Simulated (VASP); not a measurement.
Here is a VASP 6.6.1 calculation.

Contents of INCAR:

```
ALGO     = Normal         # electronic algorithm
EDIFF    = 1E-6           # SCF threshold, eV
ENCUT    = 520            # plane-wave cutoff, eV
GGA      = CA             # functional
ISIF     = 2              # what is computed and relaxed
ISMEAR   = -1             # smearing method
LASPH    = True           # aspherical terms in the spheres
LCHARG   = False          # write CHGCAR
LREAL    = False          # projectors in reciprocal space
LWAVE    = False          # write WAVECAR
NBANDS   = 18             # bands
NELM     = 80             # most SCF steps
PREC     = Accurate       # precision mode
SIGMA    = 0.1            # smearing width, eV
```

The input KPOINTS:

```
k-points
0
Gamma
  13 13 13
```

The input POSCAR:

```
Au
1.0
   -3.0135329648      3.4278849486      1.3567900018
    3.4278849486     -3.0135329648      1.3567900018
    1.9637988134      1.9637988134     -0.5979035845
Au
2
Direct
    0.0073149190      0.9926850810      0.0000000000
    0.7426850810      0.2573149190      0.5000000000
```

Potentials or basis: VASP PAW LDA potentials, release 64 (Au).

The run is started by

```sh
$ cat potpaw_LDA.64/Au/POTCAR > POTCAR
$ mpirun -np 1 vasp_std > vasp.out
```

(1) Predict the largest force.

(2) Predict the band gap on the k mesh.

## Answers

(1) 0.033 eV/Å.

(2) zero (band 11 reaches 11.57 eV, above the bottom of band 12 at 6.45 eV).

Caveat: spin-orbit coupling is left out, which moves the levels of the heavy elements.
